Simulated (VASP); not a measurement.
# SiTe2 (Fm-3m) in VASP: further runs

SiTe2 is run at these levels: LDA; tasks: single point, relaxation of cell and atoms.

Program: VASP 6.6.1. These are calculated values, not measurements. Logs are shortened: lines on timing, memory, paths and dates and some standing lists are left out, and cuts for length are marked.

**1. The cell of the first run**

Symmetry: Fm-3m, No. 225, cubic system. The conventional cell has a = 6.798 Å, b = 6.798 Å, c = 6.798 Å, α = 90.00°, β = 90.00°, γ = 90.00°. Within 3.9 Å of Si (site symmetry m-3m) lie 8 Te at 2.94 Å. Te (site symmetry -43m) has 4 Si at 2.94 Å and 6 Te at 3.40 Å within 3.9 Å.

**2. Single point, LDA**

Contents of INCAR:

```
SYSTEM = SiTe2
PREC     = Accurate       ! precision mode
ENCUT    = 500            ! plane-wave cutoff, eV
EDIFF    = 1E-6           ! SCF threshold, eV
ISMEAR   = -1             ! smearing method
SIGMA    = 0.02           ! smearing width, eV
LREAL    = .False.        ! projectors in reciprocal space
LASPH    = .True.         ! aspherical terms in the spheres
NELM     = 120            ! most SCF steps
ALGO     = Normal         ! electronic algorithm
ISIF     = 2              ! what is computed and relaxed
LWAVE    = .False.        ! write WAVECAR
LCHARG   = .False.        ! write CHGCAR
NBANDS   = 15             ! bands
GGA_COMPAT= .False.
```

Contents of KPOINTS:

```
Automatic mesh
0
Gamma
  4 4 4
  0 0 0
```

Contents of POSCAR:

```
SiTe2
1.0
    0.0000000000      3.3989636710      3.3989636710
    3.3989636710      0.0000000000      3.3989636710
    3.3989636710      3.3989636710      0.0000000000
Si Te
1 2
Direct
    0.0000000000      0.0000000000      0.0000000000
    0.2500000000      0.2500000000      0.2500000000
    0.7500000000      0.7500000000      0.7500000000
```

Potentials or basis: VASP PAW LDA potentials, release 64 (Si, Te).

Run with:

```bash
cat potpaw_LDA.64/Si/POTCAR potpaw_LDA.64/Te/POTCAR > POTCAR
mpirun -np 1 vasp_std > vasp.out
```

OUTCAR:

```text
SYSTEM = SiTe2
   PREC = Accurate
   ENCUT = 500
   EDIFF = 1E-6
   ISMEAR = -1
   LREAL = .False.
   LASPH = .True.
   NELM = 120
   ISIF = 2

 ion  position               nearest neighbor table
   1  0.000  0.000  0.000-   3 2.94   3 2.94   3 2.94   2 2.94   2 2.94   2 2.94   3 2.94   2 2.94

   2  0.250  0.250  0.250-   1 2.94   1 2.94   1 2.94   1 2.94   3 3.40   3 3.40   3 3.40   3 3.40
                             3 3.40   3 3.40
   3  0.750  0.750  0.750-   1 2.94   1 2.94   1 2.94   1 2.94   2 3.40   2 3.40   2 3.40   2 3.40
                             2 3.40   2 3.40

  LATTYP: Found a face centered cubic cell.
 ALAT       =     6.7979273420

  Lattice vectors:

 A1 = (   0.0000000000,   3.3989636710,   3.3989636710)
 A2 = (   3.3989636710,   0.0000000000,   3.3989636710)
 A3 = (   3.3989636710,   3.3989636710,   0.0000000000)

Analysis of symmetry for initial positions (statically):
=====================================================================
 Subroutine PRICEL returns:
 Original cell was already a primitive cell.

 Routine SETGRP: Setting up the symmetry group for a
 face centered cubic supercell.

 Subroutine GETGRP returns: Found 48 space group operations
 (whereof 48 operations were pure point group operations)
 out of a pool of 48 trial point group operations.

The static configuration has the point symmetry O_h .

Analysis of symmetry for dynamics (positions and initial velocities):
=====================================================================
 Subroutine PRICEL returns:
 Original cell was already a primitive cell.

 Routine SETGRP: Setting up the symmetry group for a
 face centered cubic supercell.

 Subroutine GETGRP returns: Found 48 space group operations
 (whereof 48 operations were pure point group operations)
 out of a pool of 48 trial point group operations.

The dynamic configuration has the point symmetry O_h .

 Subroutine INISYM returns: Found 48 space group operations
 (whereof 48 operations are pure point group operations),
 and found     1 'primitive' translations

----------------------------------------------------------------------------------------

                                     Primitive cell

  volume of cell :      78.5361

  direct lattice vectors                    reciprocal lattice vectors
     0.000000000  3.398963671  3.398963671    -0.147103661  0.147103661  0.147103661
     3.398963671  0.000000000  3.398963671     0.147103661 -0.147103661  0.147103661
     3.398963671  3.398963671  0.000000000     0.147103661  0.147103661 -0.147103661

  length of vectors
     4.806860522  4.806860522  4.806860522     0.254791015  0.254791015  0.254791015

  position of ions in fractional coordinates (direct lattice)
     0.000000000  0.000000000  0.000000000
     0.250000000  0.250000000  0.250000000
     0.750000000  0.750000000  0.750000000

  ion indices of the primitive-cell ions
   primitive index   ion index
                 1           1
                 2           2
                 3           3

----------------------------------------------------------------------------------------

 KPOINTS: Automatic mesh

Automatic generation of k-mesh.
 Grid dimensions read from file:
 generate k-points for:    4    4    4

 Generating k-lattice:

  Cartesian coordinates                     Fractional coordinates (reciprocal lattice)
    -0.036775915  0.036775915  0.036775915     0.250000000  0.000000000  0.000000000
     0.036775915 -0.036775915  0.036775915     0.000000000  0.250000000  0.000000000
     0.036775915  0.036775915 -0.036775915     0.000000000  0.000000000  0.250000000

  Length of vectors
     0.063697754  0.063697754  0.063697754

  Shift w.r.t. Gamma in fractional coordinates (k-lattice)
     0.000000000  0.000000000  0.000000000

 Subroutine IBZKPT returns following result:
 ===========================================

 Found      8 irreducible k-points:

 Following reciprocal coordinates:
            Coordinates               Weight
  0.000000  0.000000  0.000000      1.000000
  0.250000  0.000000  0.000000      8.000000
  0.500000  0.000000  0.000000      4.000000
  0.250000  0.250000  0.000000      6.000000
  0.500000  0.250000  0.000000     24.000000
 -0.250000  0.250000  0.000000     12.000000
  0.500000  0.500000  0.000000      3.000000
 -0.250000  0.500000  0.250000      6.000000
   k-points           NKPTS =      8   k-points in BZ     NKDIM =      8   number of bands    NBANDS=     15
   number of dos      NEDOS =    301   number of ions     NIONS =      3
   total plane-waves  NPLWV =  46656
   dimension x,y,z NGX =    36 NGY =   36 NGZ =   36
   dimension x,y,z NGXF=    72 NGYF=   72 NGZF=   72
   ions per type =               1   2
   NGX,Y,Z   is equivalent  to a cutoff of  12.45, 12.45, 12.45 a.u.
   NGXF,Y,Z  is equivalent  to a cutoff of  24.90, 24.90, 24.90 a.u.
 SYSTEM =  SiTe2
   PREC   = accura    normal or accurate (medium, high low for compatibility)
   ISTART =      0    job   : 0-new  1-cont  2-samecut
   ICHARG =      2    charge: 1-file 2-atom 10-const
   ISPIN  =      1    spin polarized calculation?
   LNONCOLLINEAR =      F non collinear calculations
   LSORBIT =      F    spin-orbit coupling
   LASPH  =      T    aspherical Exc in radial PAW
   ENCUT  =  500.0 eV  36.75 Ry    6.06 a.u.   8.76  8.76  8.76*2*pi/ulx,y,z
   NELM   =    120;   NELMIN=  2; NELMDL= -5     # of ELM steps
   EDIFF  = 0.1E-05   stopping-criterion for ELM
   LREAL  =      F    real-space projection
   EDIFFG = 0.1E-04   stopping-criterion for IOM
   NSW    =      0    number of steps for IOM
   IBRION =     -1    ionic relax: 0-MD 1-quasi-New 2-CG
   NFREE  =      0    steps in history (QN), initial steepest desc. (CG)
   ISIF   =      2    stress and relaxation
   ISYM   =      2    0-nonsym 1-usesym 2-fastsym
   POTIM  = 0.5000    time-step for ionic-motion
   TEBEG  =    0.0;   TEEND  =   0.0 temperature during run
   PSTRESS=    0.0 pullay stress
   NELECT =      16.0000    total number of electrons
   NUPDOWN=      -1.0000    fix difference up-down
   EMIN   =  10.00;   EMAX   =-10.00  energy-range for DOS
   EFERMI =   0.00;   METHOD = LEGACY
   ISMEAR =    -1;   SIGMA  =   0.02  broadening in eV -4-tet -1-fermi 0-gaus
   EFERMI_NEDOS =   21; number of points for ismear=-14 and -15
   IALGO  =     38    algorithm
   IMIX   =      4    mixing-type and parameters
     AMIX     =   0.40;   BMIX     =  1.00
     AMIX_MAG =   1.60;   BMIX_MAG =  1.00
  volume/ion in A,a.u.               =      26.18       176.66
  Fermi-wavevector in a.u.,A,eV,Ry     =   0.963293  1.820359 12.625295  0.927933
  Thomas-Fermi vector in A             =   2.092826
   LORBIT       =      0    0 simple, 1 ext, 2 COOP (PROOUT), +10 PAW based schemes
   GGA     = CA    functional components
   LHFCALC =     F    Hartree Fock is set to
   AEXX    =    0.0000 exact exchange contribution
   IVDW    =     0    specifies the selected vdW correction
   LEPSILON=     F    determine dielectric tensor
   LRPA    =     F    only Hartree local field effects (RPA)
 non-spin polarized calculation
  energy-cutoff  :      500.00
  volume of cell :       78.54
 maximum number of plane-waves:      2012
   NGX = 17   NGY = 17   NGZ = 17

 number of electron      16.0000001 magnetization

 Free energy of the ion-electron system (eV)
  ---------------------------------------------------
  ext. energy  EPLUGINS =         0.00000000
  ---------------------------------------------------
  free energy    TOTEN  =       -12.38767360 eV

  energy without entropy =      -12.37990053  energy(sigma->0) =      -12.38378706

 E-fermi :   7.3973     XC(G=0):  -9.9112

 val. band max:        6.9499660111   @ k =  -0.2500   0.2500   0.0000
 cond. band min:       7.4090164012   @ k =   0.2500   0.0000   0.0000
 fundamental gap:      0.4590503900
 Fermi energy:         7.3972525189

 k-point     1 :       0.0000    0.0000    0.0000
  band No.  band energies     occupation
      1      -6.6936      2.00000
      2      -2.1562      2.00000
      3       2.9849      2.00000
      4       3.6260      2.00000
      5       3.6260      2.00000
      6       3.6260      2.00000
      7       5.1681      2.00000
      8       5.1681      2.00000
      9       5.1681      2.00000
     10       8.6442      0.00000
     11       8.6442      0.00000
     12       8.6442      0.00000
     13      11.2948      0.00000
     14      11.2948      0.00000
     15      12.9198      0.00000

 k-point     2 :       0.2500    0.0000    0.0000
  band No.  band energies     occupation
      1      -6.1902      2.00000
      2      -3.0064      2.00000
      3       1.2825      2.00000
      4       3.4258      2.00000
      5       3.4258      2.00000
      6       4.0064      2.00000
      7       5.0006      2.00000
      8       5.0006      2.00000
      9       7.4090      0.71410
     10       8.8504      0.00000
     11       8.8504      0.00000
     12       9.3349      0.00000
     13      13.3188      0.00000
     14      13.3188      0.00000
     15      13.9862      0.00000

 k-point     3 :       0.5000    0.0000    0.0000
  band No.  band energies     occupation
      1      -4.9276      2.00000
      2      -4.6259      2.00000
      3       0.4784      2.00000
      4       3.3566      2.00000
      5       3.3566      2.00000
      6       4.3949      2.00000
      7       4.5715      2.00000
      8       4.5715      2.00000
      9       8.2829      0.00000
     10      10.2344      0.00000
     11      10.2344      0.00000
     12      11.1283      0.00000
     13      12.9256      0.00000
     14      12.9256      0.00000
     15      13.5573      0.00000

 k-point     4 :       0.2500    0.2500    0.0000
  band No.  band energies     occupation
      1      -6.0431      2.00000
      2      -2.9509      2.00000
      3       0.5845      2.00000
      4       2.3632      2.00000
      5       2.3632      2.00000
      6       5.4287      2.00000
      7       5.9548      2.00000
      8       6.6488      2.00000
      9       6.6488      2.00000
     10       7.9044      0.00000
     11      10.1097      0.00000
     12      10.1097      0.00000
     13      12.0034      0.00000
     14      13.7256      0.00000
     15      14.7304      0.00000

 k-point     5 :       0.5000    0.2500    0.0000
  band No.  band energies     occupation
      1      -5.0538      2.00000
      2      -3.9939      2.00000
      3      -0.7510      2.00000
      4       2.2294      2.00000
      5       2.3076      2.00000
      6       5.2789      2.00000
      7       6.4325      2.00000
      8       6.5008      2.00000
      9       7.4437      0.17863
     10      10.1868      0.00000
     11      10.4859      0.00000
     12      10.6797      0.00000
     13      13.1304      0.00000
     14      13.5196      0.00000
     15      15.3548      0.00000

 k-point     6 :      -0.2500    0.2500    0.0000
  band No.  band energies     occupation
      1      -5.4093      2.00000
      2      -3.7948      2.00000
      3      -0.3073      2.00000
      4       2.7649      2.00000
      5       3.1104      2.00000
      6       4.3469      2.00000
      7       5.1818      2.00000
      8       6.9500      2.00000
      9       7.6519      0.00001
     10       8.8670      0.00000
     11       9.8504      0.00000
     12      11.4314      0.00000
     13      11.9459      0.00000
     14      14.0933      0.00000
     15      15.5905      0.00000

 k-point     7 :       0.5000    0.5000    0.0000
  band No.  band energies     occupation
      1      -4.9624      2.00000
      2      -3.5102      2.00000
      3      -1.5861      2.00000
      4       1.6876      2.00000
      5       1.6876      2.00000
      6       4.7008      2.00000
      7       7.9454      0.00000
      8       7.9454      0.00000
      9       9.2267      0.00000
     10       9.2943      0.00000
     11      10.9810      0.00000
     12      10.9810      0.00000
     13      12.6648      0.00000
     14      13.8045      0.00000
     15      14.5542      0.00000

 k-point     8 :      -0.2500    0.5000    0.2500
  band No.  band energies     occupation
      1      -4.3746      2.00000
      2      -4.3746      2.00000
      3      -1.4992      2.00000
      4       1.2110      2.00000
      5       4.0746      2.00000
      6       4.0746      2.00000
      7       6.0565      2.00000
      8       8.2682      0.00000
      9       8.6483      0.00000
     10       8.7568      0.00000
     11      10.7708      0.00000
     12      10.7708      0.00000
     13      14.0856      0.00000
     14      14.2015      0.00000
     15      14.9600      0.00000

------------------------ aborting loop because EDIFF is reached ----------------------------------------

  FORCE on cell =-STRESS in cart. coord.  units (eV):
  Direction    XX          YY          ZZ          XY          YZ          ZX
  --------------------------------------------------------------------------------------
  -------------------------------------------------------------------------------------
  Total        0.0160582      0.0160582      0.0160582      0.0000000      0.0000000      0.0000000
  in kB        0.3275951      0.3275951      0.3275951      0.0000000      0.0000000      0.0000000
  external PRESSURE =       0.3275951 kB  Pullay stress =       0.0000000 kB

 VOLUME and BASIS-vectors are now :
 -----------------------------------------------------------------------------
  energy-cutoff  :      500.00
  volume of cell :       78.54
      direct lattice vectors                 reciprocal lattice vectors
     0.000000000  3.398963671  3.398963671    -0.147103661  0.147103661  0.147103661
     3.398963671  0.000000000  3.398963671     0.147103661 -0.147103661  0.147103661
     3.398963671  3.398963671  0.000000000     0.147103661  0.147103661 -0.147103661

 POSITION                                       TOTAL-FORCE (eV/Angst)
 -----------------------------------------------------------------------------------
      0.00000      0.00000      0.00000         0.000000      0.000000      0.000000
      1.69948      1.69948      1.69948        -0.000000     -0.000000     -0.000000
      5.09845      5.09845      5.09845         0.000000      0.000000      0.000000
 -----------------------------------------------------------------------------------
    total drift:                                0.000000      0.000000      0.000000

  FREE ENERGIE OF THE ION-ELECTRON SYSTEM (eV)
  ---------------------------------------------------
  free  energy   TOTEN  =       -12.3876736039 eV

  energy  without entropy=      -12.3799005259  energy(sigma->0) =      -12.38378706
```

It took 7.5 s on 1 thread of Intel Xeon Platinum 8488C (Sapphire Rapids), shared host; peak memory 0.16 GiB.

What came out:

```yaml
Free_energy: -12.3877 eV
Pressure: 0.0 GPa
Band_gap_on_the_k_mesh: zero (bands 8 and 9 overlap by 3.10 eV)
```

Caveat: the k points lie up to 0.40 Å⁻¹ apart, too coarse for converged energies and pressures of a metal; spin-orbit coupling is left out, which moves the levels of the heavy elements.

**3. Relaxation of cell and atoms, LDA**

This run uses another cell than the first one, of 25.63 Å³/atom.

Contents of INCAR:

```
SYSTEM = SiTe2
ALGO     = Normal         ! electronic algorithm
EDIFF    = 1E-7           ! SCF threshold, eV
EDIFFG   = -0.03          ! ionic threshold
ENCUT    = 500            ! plane-wave cutoff, eV
GGA_COMPAT= .False.      
IBRION   = 2              ! ionic algorithm
ISIF     = 3              ! what is computed and relaxed
ISMEAR   = -1             ! smearing method
LASPH    = .True.         ! aspherical terms in the spheres
LCHARG   = .False.        ! write CHGCAR
LREAL    = .False.        ! projectors in reciprocal space
LWAVE    = .False.        ! write WAVECAR
NELM     = 120            ! most SCF steps
NELMIN   = 4            
NSW      = 80             ! ionic steps
PREC     = Accurate       ! precision mode
SIGMA    = 0.02           ! smearing width, eV
```

Contents of KPOINTS:

```
k-points
0
Gamma
  4 4 4
  0 0 0
```

Contents of POSCAR:

```
SiTe2
1.0
    0.0000000000      3.3750000000      3.3750000000
    3.3750000000      0.0000000000      3.3750000000
    3.3750000000      3.3750000000      0.0000000000
Si Te
1 2
Direct
    0.0000000000      0.0000000000      0.0000000000
    0.2500000000      0.2500000000      0.2500000000
    0.7500000000      0.7500000000      0.7500000000
```

Potentials or basis: VASP PAW LDA potentials, release 64 (Si, Te).

Run with:

```bash
cat potpaw_LDA.64/Si/POTCAR potpaw_LDA.64/Te/POTCAR > POTCAR
mpirun -np 1 vasp_std > vasp.out
```

Wall time 14 s (1 thread of Intel Xeon Platinum 8488C (Sapphire Rapids), shared host); peak memory 0.17 GiB.

The run converged. Its results:

```yaml
Free_energy: -12.3876 eV
Relaxed_volume: 26.20 Å³/atom
Relaxed_cell: a = 4.808 Å, b = 4.808 Å, c = 4.808 Å, α = 60.00°, β = 60.00°, γ = 60.00°
Space_group_after_relaxing_to_0.1_Å: Fm-3m (No. 225)
Energy_gained_by_relaxing: 2.2 meV/atom
Ionic_steps: 3
Pressure_after_relaxing: 0.0 GPa
Band_gap_on_the_k_mesh: zero (bands 8 and 9 overlap by 3.10 eV)
```

The path:
```
step  energy change (eV)  largest force (eV/Å)  pressure (GPa)  volume (Å³)
   1              0.0000                0.0000            1.25        76.89
   2             -0.0059                0.0000           -0.37        79.14
   3             -0.0065                0.0000            0.00        78.59
```

Final structure:
```xyz
3
Lattice="0.0000 3.3997 3.3997 3.3997 0.0000 3.3997 3.3997 3.3997 0.0000" Properties=species:S:1:pos:R:3 pbc="T T T"
Si    0.0000    0.0000    0.0000
Te    1.6999    1.6999    1.6999
Te    5.0995    5.0995    5.0995
```

Levels at points of the mesh, in eV from the Fermi level:
```tsv
k point	band 5	band 6	band 7	band 8	band 9	band 10	band 11	band 12
(0.00, 0.00, 0.00)	-3.77	-3.77	-2.23	-2.23	-2.23	1.25	1.25	1.25
(0.50, 0.00, 0.00)	-4.04	-3.00	-2.82	-2.82	0.88	2.84	2.84	3.73
(0.50, 0.50, 0.00)	-5.70	-2.69	0.55	0.55	1.83	1.90	3.58	3.58
```

Caveat: the k points lie up to 0.40 Å⁻¹ apart in the final cell, too coarse for converged energies and pressures of a metal; spin-orbit coupling is left out, which moves the levels of the heavy elements.

(Part 1 of 2 ends here.)
